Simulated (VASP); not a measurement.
# Al6O in VASP: notebook, part 2 of 2

VASP 6.6.1.

**4. Single point, PBE, collinear spin, ferromagnetic start**

The input, INCAR:

```
PREC = Accurate
ENCUT = 520
EDIFF = 1E-6
ISMEAR = 0
SIGMA = 0.1
LREAL = F
LASPH = T
NELM = 200
ALGO = Normal
ISIF = 2
LWAVE = F
LCHARG = T
ISPIN = 2
MAGMOM = 0 0 0 0 0 0 0 0 0 0 0 0 1 1
LORBIT = 11
LDIPOL = T
IDIPOL = 3
DIPOL = 0.5 0.5 0.299
GGA = PE
LELF = T
LVHAR = T
LVACPOTAV = T
NBANDS = 41
GGA_COMPAT = F
NELMDL = -8
```

The input, KPOINTS:

```
regular mesh
0
Gamma
  5 5 1
```

The input, POSCAR:

```
Al6O
1.0
    5.7135165838      0.0000000000      0.0000000000
    0.0000000000      5.7135165838      0.0000000000
    0.0000000000      0.0000000000     22.1746954225
Al O
12 2
Direct
    0.2500000000      0.2500000000      0.1803857922
    0.2500000000      0.7500000000      0.1803857922
    0.7500000000      0.2500000000      0.1803857922
    0.7500000000      0.7500000000      0.1803857922
    0.0000000000      0.0000000000      0.2744050915
    0.0000000000      0.5000000000      0.2744050915
    0.5000000000      0.0000000000      0.2744050915
    0.5000000000      0.5000000000      0.2744050915
    0.2500000000      0.2500000000      0.3686497274
    0.2500000000      0.7500000000      0.3686497274
    0.7500000000      0.2500000000      0.3686497274
    0.7500000000      0.7500000000      0.3686497274
    0.0124055203      0.2500000000      0.4480194759
    0.4875944797      0.2500000000      0.4480194759
```

Potentials or basis: VASP PAW PBE potentials, release 64 (Al, O).

Run with:

```bash
$ cat potpaw_PBE.64/Al/POTCAR potpaw_PBE.64/O/POTCAR > POTCAR
$ mpirun -np 1 vasp_std > vasp.out
```

OUTCAR:

```text
PREC = Accurate
   ENCUT = 520
   EDIFF = 1E-6
   ISMEAR = 0
   LREAL = F
   LASPH = T
   NELM = 200
   ISIF = 2
   ISPIN = 2
   LORBIT = 11
   GGA = PE
   NELMDL = -8

 ion  position               nearest neighbor table
   1  0.250  0.250  0.180-   2 2.86   3 2.86   2 2.86   3 2.86   7 2.90   8 2.90   5 2.90   6 2.90

   2  0.250  0.750  0.180-   1 2.86   4 2.86   1 2.86   4 2.86   7 2.90   8 2.90   5 2.90   6 2.90

   3  0.750  0.250  0.180-   1 2.86   4 2.86   4 2.86   1 2.86   7 2.90   8 2.90   5 2.90   6 2.90
[... 15 lines left out ...]
  11  0.750  0.250  0.369-  13 2.31  14 2.31   9 2.86  12 2.86  12 2.86   9 2.86   7 2.91   8 2.91
                             5 2.91   6 2.91
  12  0.750  0.750  0.369-  10 2.86  11 2.86  11 2.86  10 2.86   5 2.91   6 2.91   7 2.91   8 2.91

  13  0.012  0.250  0.448-   9 2.22  11 2.31
  14  0.488  0.250  0.448-   9 2.22  11 2.31

  LATTYP: Found a simple tetragonal cell.
 ALAT       =     5.7135165838
 C/A-ratio  =     3.8810940858

  Lattice vectors:

 A1 = (   5.7135165838,   0.0000000000,   0.0000000000)
 A2 = (   0.0000000000,   5.7135165838,   0.0000000000)
 A3 = (   0.0000000000,   0.0000000000,  22.1746954225)

Analysis of symmetry for initial positions (statically):
[... 943 lines left out ...]
      0.00000      2.85676      6.08485         0.002418     -0.133726      0.044648
      2.85676      0.00000      6.08485        -0.002418      0.133726      0.044648
      2.85676      2.85676      6.08485        -0.002418     -0.133726      0.044648
      1.42838      1.42838      8.17470         0.000000      0.000000      4.171598
      1.42838      4.28514      8.17470         0.000000      0.000000      0.206659
      4.28514      1.42838      8.17470         0.000000      0.000000      3.756393
      4.28514      4.28514      8.17470         0.000000      0.000000      0.178248
      0.07088      1.42838      9.93470        -0.157180      0.000000     -4.473706
      2.78588      1.42838      9.93470         0.157180      0.000000     -4.473706
 -----------------------------------------------------------------------------------
    total drift:                               -0.000000     -0.000000     -0.000272

  FREE ENERGIE OF THE ION-ELECTRON SYSTEM (eV)
  ---------------------------------------------------
  free  energy   TOTEN  =       -52.2916213963 eV

  energy  without entropy=      -52.2533957474  energy(sigma->0) =      -52.27250857

 vacuum level on the upper side and lower side of the slab         5.651         2.418

 total charge

# of ion       s       p       d       tot
------------------------------------------
    1        0.470   0.288   0.000   0.758
    2        0.477   0.282   0.000   0.759
    3        0.470   0.288   0.000   0.758
    4        0.477   0.281   0.000   0.758
    5        0.430   0.331   0.000   0.761
    6        0.430   0.331   0.000   0.761
    7        0.430   0.331   0.000   0.761
    8        0.430   0.331   0.000   0.761
    9        0.390   0.293   0.000   0.683
   10        0.490   0.259   0.000   0.749
   11        0.399   0.282   0.000   0.681
   12        0.488   0.262   0.000   0.750
   13        1.605   3.118   0.000   4.722
   14        1.605   3.118   0.000   4.722
--------------------------------------------------
tot          8.591   9.794   0.000  18.385

 magnetization (x)

# of ion       s       p       d       tot
------------------------------------------
    1       -0.000   0.000   0.000  -0.000
    2        0.001  -0.001   0.000   0.000
    3       -0.000   0.000   0.000   0.000
    4        0.001  -0.002   0.000  -0.001
    5       -0.000  -0.001   0.000  -0.001
    6       -0.000  -0.001   0.000  -0.001
    7       -0.000  -0.001   0.000  -0.001
    8       -0.000  -0.001   0.000  -0.001
    9       -0.005  -0.004   0.000  -0.009
   10        0.002   0.000   0.000   0.002
   11       -0.006  -0.004   0.000  -0.010
   12        0.003   0.001   0.000   0.004
   13        0.003   0.309   0.000   0.313
   14        0.003   0.309   0.000   0.313
--------------------------------------------------
tot          0.001   0.606   0.000   0.607
```

Wall time 51 min (1 thread of Intel Xeon 8259CL, shared host); peak memory 1.1 GiB.

What came out:

- Free energy: -52.2916 eV
- Largest force: 4.476 eV/Å
- Net moment: 0.68 μB per cell
- Site moments: Al -0.00, +0.00, -0.01 (each value once); O +0.31 μB
- Valence electrons inside the program's atomic spheres: Al 0.76, 0.68, 0.75 (each value once); O 4.72

Forces in eV/Å, atoms in the order of the input:
```
Al   0.000  0.000  0.106
Al   0.000  0.000  0.114
Al   0.000  0.000  0.119
Al   0.000  0.000  0.117
Al   0.002  0.134  0.045
Al   0.002 -0.134  0.045
Al  -0.002  0.134  0.045
Al  -0.002 -0.134  0.045
Al   0.000  0.000  4.172
Al   0.000  0.000  0.207
Al   0.000  0.000  3.756
Al   0.000  0.000  0.178
O   -0.157  0.000 -4.474
O    0.157  0.000 -4.474
```

**5. Single point, PBE, collinear spin, ferromagnetic start**

The input, INCAR:

```
PREC     = Accurate       # precision mode
ENCUT    = 520            # plane-wave cutoff, eV
EDIFF    = 1E-6           # SCF threshold, eV
ISMEAR   = 0              # smearing method
SIGMA    = 0.1            # smearing width, eV
LREAL    = F              # projectors in reciprocal space
LASPH    = T              # aspherical terms in the spheres
NELM     = 200            # most SCF steps
ALGO     = Normal         # electronic algorithm
ISIF     = 2              # what is computed and relaxed
LWAVE    = F              # write WAVECAR
LCHARG   = T              # write CHGCAR
ISPIN    = 2              # spin polarisation
MAGMOM   = 0 0 0 0 0 0 0 0 0 0 0 0 1 1 # initial moments
LORBIT   = 11             # projections on sites
LDIPOL   = T            
IDIPOL   = 3            
DIPOL    = 0.5 0.5 0.305
GGA      = PE             # functional
LELF     = T              # ELF
LVHAR    = T            
LVACPOTAV= T            
NBANDS   = 41             # bands
GGA_COMPAT= F            
NELMDL   = -8
```

The input, KPOINTS:

```
Automatic mesh
0
Gamma
  5 5 1
```

POSCAR, as its differences from that of step 4:

```diff
@@ -20,3 +20,3 @@
     0.7500000000      0.7500000000      0.3686497274
-    0.0124055203      0.2500000000      0.4480194759
-    0.4875944797      0.2500000000      0.4480194759
+    0.1511116898      0.2500000000      0.4859004923
+    0.3488883102      0.2500000000      0.4859004923
```

Potentials or basis: VASP PAW PBE potentials, release 64 (Al, O).

Run with:

```bash
$ cat potpaw_PBE.64/Al/POTCAR potpaw_PBE.64/O/POTCAR > POTCAR
$ mpirun -np 1 vasp_std > vasp.out
```

OUTCAR:

```text
PREC = Accurate
   ENCUT = 520
   EDIFF = 1E-6
   ISMEAR = 0
   LREAL = F
   LASPH = T
   NELM = 200
   ISIF = 2
   ISPIN = 2
   LORBIT = 11
   GGA = PE
   NELMDL = -8

 ion  position               nearest neighbor table
   1  0.250  0.250  0.180-   2 2.86   3 2.86   2 2.86   3 2.86   7 2.90   8 2.90   5 2.90   6 2.90

   2  0.250  0.750  0.180-   1 2.86   4 2.86   1 2.86   4 2.86   7 2.90   8 2.90   5 2.90   6 2.90

   3  0.750  0.250  0.180-   1 2.86   4 2.86   4 2.86   1 2.86   7 2.90   8 2.90   5 2.90   6 2.90
[... 15 lines left out ...]
  11  0.750  0.250  0.369-   9 2.86  12 2.86  12 2.86   9 2.86   5 2.91   6 2.91   7 2.91   8 2.91

  12  0.750  0.750  0.369-  10 2.86  11 2.86  11 2.86  10 2.86   5 2.91   6 2.91   7 2.91   8 2.91

  13  0.151  0.250  0.486-  14 1.13   9 2.66
  14  0.349  0.250  0.486-  13 1.13   9 2.66

  LATTYP: Found a simple tetragonal cell.
 ALAT       =     5.7135165838
 C/A-ratio  =     3.8810940858

  Lattice vectors:

 A1 = (   5.7135165838,   0.0000000000,   0.0000000000)
 A2 = (   0.0000000000,   5.7135165838,   0.0000000000)
 A3 = (   0.0000000000,   0.0000000000,  22.1746954225)

Analysis of symmetry for initial positions (statically):
[... 942 lines left out ...]
      0.00000      0.00000      6.08485        -0.016907     -0.021820     -0.010069
      0.00000      2.85676      6.08485        -0.016907      0.021820     -0.010069
      2.85676      0.00000      6.08485         0.016907     -0.021820     -0.010069
      2.85676      2.85676      6.08485         0.016907      0.021820     -0.010069
      1.42838      1.42838      8.17470         0.000000      0.000000     -0.439541
      1.42838      4.28514      8.17470         0.000000      0.000000     -0.100601
      4.28514      1.42838      8.17470         0.000000      0.000000     -0.083991
      4.28514      4.28514      8.17470         0.000000      0.000000     -0.024352
      0.86338      1.42838     10.77470       -12.758575      0.000000      0.322521
      1.99338      1.42838     10.77470        12.758575      0.000000      0.322521
 -----------------------------------------------------------------------------------
    total drift:                               -0.000000     -0.000000      0.000513

  FREE ENERGIE OF THE ION-ELECTRON SYSTEM (eV)
  ---------------------------------------------------
  free  energy   TOTEN  =       -50.3302339648 eV

  energy  without entropy=      -50.2957885742  energy(sigma->0) =      -50.31301127

 vacuum level on the upper side and lower side of the slab         3.736         3.626

 total charge

# of ion       s       p       d       tot
------------------------------------------
    1        0.476   0.282   0.000   0.758
    2        0.475   0.284   0.000   0.759
    3        0.475   0.284   0.000   0.759
    4        0.475   0.284   0.000   0.759
    5        0.429   0.333   0.000   0.762
    6        0.429   0.333   0.000   0.762
    7        0.429   0.333   0.000   0.762
    8        0.429   0.333   0.000   0.762
    9        0.480   0.274   0.000   0.755
   10        0.476   0.286   0.000   0.762
   11        0.476   0.281   0.000   0.757
   12        0.476   0.283   0.000   0.759
   13        1.619   3.467   0.000   5.086
   14        1.619   3.467   0.000   5.086
--------------------------------------------------
tot          8.765  10.523   0.000  19.288

 magnetization (x)

# of ion       s       p       d       tot
------------------------------------------
    1        0.002   0.001   0.000   0.003
    2        0.001  -0.000   0.000   0.001
    3        0.001  -0.001   0.000   0.000
    4        0.001   0.000   0.000   0.001
    5       -0.001   0.001   0.000  -0.000
    6       -0.001   0.001   0.000  -0.000
    7       -0.001   0.001   0.000  -0.000
    8       -0.001   0.001   0.000  -0.000
    9        0.001  -0.003   0.000  -0.003
   10        0.001   0.001   0.000   0.001
   11        0.006  -0.003   0.000   0.002
   12        0.000   0.000   0.000   0.000
   13        0.008   0.684   0.000   0.692
   14        0.008   0.684   0.000   0.692
--------------------------------------------------
tot          0.024   1.366   0.000   1.390
```

OSZICAR:

```text
N       E                     dE             d eps       ncg     rms          rms(c)
DAV:   1     0.213571018918E+03    0.21357E+03   -0.14981E+04  1548   0.831E+02
DAV:   2    -0.206325741888E+02   -0.23420E+03   -0.21981E+03  2068   0.157E+02
DAV:   3    -0.499018026380E+02   -0.29269E+02   -0.27682E+02  1932   0.519E+01
[... 25 lines left out ...]
DAV:  29    -0.503302236087E+02   -0.58293E-05   -0.34665E-07  1426   0.129E-03    0.830E-04
DAV:  30    -0.503302280779E+02   -0.44692E-05   -0.15580E-07  1266   0.995E-04    0.527E-04
DAV:  31    -0.503302318170E+02   -0.37391E-05   -0.16645E-07  1331   0.826E-04    0.285E-04
DAV:  32    -0.503302330159E+02   -0.11989E-05   -0.37225E-08  1269   0.593E-04    0.197E-04
DAV:  33    -0.503302339648E+02   -0.94889E-06   -0.26693E-08  1227   0.519E-04
   1 F= -.50330234E+02 E0= -.50313011E+02  d E =-.344454E-01  mag=     1.7563
```

stdout:

```text
POSCAR found type information on POSCAR AlO
 POSCAR found :  2 types and      14 ions
 scaLAPACK will be used
 LDA part: xc-table for (Slater+PW92), standard interpolation
 POSCAR, INCAR and KPOINTS ok, starting setup
 FFT: planning ... GRIDC
 FFT: planning ... GRID_SOFT
 FFT: planning ... GRID
 WAVECAR not read
 entering main loop
 -----------------------------------------------------------------------------
|                                                                             |
|           W    W    AA    RRRRR   N    N  II  N    N   GGGG   !!!           |
|           W    W   A  A   R    R  NN   N  II  NN   N  G    G  !!!           |
|           W    W  A    A  R    R  N N  N  II  N N  N  G       !!!           |
|           W WW W  AAAAAA  RRRRR   N  N N  II  N  N N  G  GGG   !            |
|           WW  WW  A    A  R   R   N   NN  II  N   NN  G    G                |
|           W    W  A    A  R    R  N    N  II  N    N   GGGG   !!!           |
|                                                                             |
|     Did not find any points to average over, which means that no vacuum     |
|     field-free region was found. Please increase the size of  your cell     |
|     in the dimension of the dipole correction to obtain accurate            |
|     workfunction values.                                                    |
|                                                                             |
 -----------------------------------------------------------------------------
```

It took 49 min on 1 thread of Intel Xeon 8259CL, shared host; peak memory 1.1 GiB.

What came out:

```
Free energy                                           : -50.3302 eV
Largest force                                         : 12.763 eV/Å
Net moment                                            : 1.76 μB per cell
Site moments                                          : Al +0.00, -0.00 (each value once); O +0.69 μB
Valence electrons inside the program's atomic spheres : Al 0.76; O 5.09
```

Forces on the atoms (eV/Å):
```
Al    0.000   0.000   0.034
Al    0.000   0.000   0.008
Al    0.000   0.000  -0.003
Al    0.000   0.000   0.004
Al   -0.017  -0.022  -0.010
Al   -0.017   0.022  -0.010
Al    0.017  -0.022  -0.010
Al    0.017   0.022  -0.010
Al    0.000   0.000  -0.440
Al    0.000   0.000  -0.101
Al    0.000   0.000  -0.084
Al    0.000   0.000  -0.024
O   -12.759   0.000   0.323
O    12.759   0.000   0.323
```

Levels at points of the mesh, in eV from the Fermi level:
Spin up:
| k point | band 22 | band 23 | band 24 | band 25 | band 26 | band 27 | band 28 | band 29 |
| --- | --- | --- | --- | --- | --- | --- | --- | --- |
| (0.00, 0.00, 0.00) | -0.79 | -0.70 | -0.68 | -0.35 | -0.01 | 0.02 | 0.03 | 0.17 |
Spin down:
| k point | band 20 | band 21 | band 22 | band 23 | band 24 | band 25 | band 26 | band 27 |
| --- | --- | --- | --- | --- | --- | --- | --- | --- |
| (0.00, 0.00, 0.00) | -0.79 | -0.69 | -0.66 | -0.35 | -0.34 | 0.01 | 0.02 | 0.03 |

Caveat: the standard files for N, O and F lose accuracy on very short bonds.

**6. The runs side by side**

| cell | gap on the mesh (eV) | moment (μB) | largest force (eV/Å) |
| --- | --- | --- | --- |
| as given, atomic positions A | none | 0.00 | 6.54 |
| as given, atomic positions B | none | 0.78 | 6.92 |
| as given, atomic positions C | none | 0.68 | 4.48 |
| as given, atomic positions D | none | 1.76 | 12.76 |

Alike in all rows: task single point; level PBE; potentials or basis VASP PAW PBE potentials, release 64 (Al, O); spin collinear, ferromagnetic start; k mesh 5 × 5 × 1; cutoff (eV) 520; smearing gaussian 0.1 eV.

Caveats: the standard files for N, O and F lose accuracy on very short bonds (at least some runs).

Total energies depend on the potentials used, so only differences within one code and one set of settings carry meaning.
